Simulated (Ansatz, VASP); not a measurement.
# BiSb4O: VASP beside Ansatz

Contents of INCAR:

```
SYSTEM = BiSb4O
ALGO     = Normal         ! electronic algorithm
EDIFF    = 1E-6           ! SCF threshold, eV
ENCUT    = 520            ! plane-wave cutoff, eV
GGA      = PE             ! functional
ISIF     = 2              ! what is computed and relaxed
ISMEAR   = 0              ! smearing method
LASPH    = .TRUE.         ! aspherical terms in the spheres
LCHARG   = .FALSE.        ! write CHGCAR
LREAL    = .FALSE.        ! projectors in reciprocal space
LWAVE    = .FALSE.        ! write WAVECAR
NBANDS   = 30             ! bands
NELM     = 60             ! most SCF steps
PREC     = Accurate       ! precision mode
SIGMA    = 0.1            ! smearing width, eV
```

File KPOINTS:

```
k-points
0
G
  6 6 2
  0 0 0
```

POSCAR

```
BiSb4O
1.0
    4.8149108500      0.0000000000      0.0000000000
   -2.4074554300      4.1698351100      0.0000000000
    0.0000000000      0.0000000000      8.7065137800
Sb Bi O
4 1 1
Direct
    0.3333333300      0.6666666700      0.7018995400
    0.6666666700      0.3333333300      0.7018995400
    0.6666666700      0.3333333300      0.2981004600
    0.3333333300      0.6666666700      0.2981004600
    0.0000000000      0.0000000000      0.5000000000
    0.0000000000      0.0000000000      0.0000000000
```

Input for Ansatz:

```yaml
crystal:
  lattice:
    - [4.81491085, 0.0, 0.0]
    - [-2.40745543, 4.16983511, 0.0]
    - [0.0, 0.0, 8.70651378]
  atoms:
    - { symbol: Sb, position: [0.33333333, 0.66666667, 0.70189954] }
    - { symbol: Sb, position: [0.66666667, 0.33333333, 0.70189954] }
    - { symbol: Sb, position: [0.66666667, 0.33333333, 0.29810046] }
    - { symbol: Sb, position: [0.33333333, 0.66666667, 0.29810046] }
    - { symbol: Bi, position: [0.0, 0.0, 0.5] }
    - { symbol: O, position: [0.0, 0.0, 0.0] }
basis:
  ecutwfc: 420
kpoints:
  mp_grid: { grid: [6, 6, 2] }
hamiltonian:
  xc: pbe
scf:
  occupations: { method: gaussian, width: 0.1 }
  lower_state_search: "off"
output:
  forces: true
  stress: true
  eigenvalues: true
```

Alike in both runs: task single point; functional PBE; k mesh 6 × 6 × 2; occupations gaussian, width 0.1 eV; no spin polarisation.

|  | VASP | Ansatz |
| --- | --- | --- |
| version | VASP 6.6.1 | Ansatz 0.2.0 |
| potentials or method | VASP PAW PBE potentials, release 64 (Sb, Bi_d, O), cutoff 520 eV | scalar-relativistic, plane waves, PAW |
| valence electrons in the cell | 41 | 81 |

|  | VASP | Ansatz | Ansatz less VASP |
| --- | --- | --- | --- |
| gap on the k mesh at the Fermi level (eV) | none | none | - |
| pressure (GPa) | 7.6 | 7.6 | -0.02 |
| traceless stress, the component that is largest in VASP (GPa) | -10.85 | -10.78 | +0.065 |
| rms of the force components (eV/Å) | 0.354 | 0.354 | +0.0004 |

Atom by atom the forces differ by 0.000 eV/Å (rms over components). A gap of «none» marks a metal or a gap that the smearing closes. With one functional, cell and mesh, what is left measures potentials, basis and numerics. VASP's potentials hold 41 valence electrons a cell and Ansatz's 81, so a difference there can come from the potentials and not from the codes.

The k mesh is coarse, so the values compare programs but aren't converged. Spin-orbit coupling is off throughout.
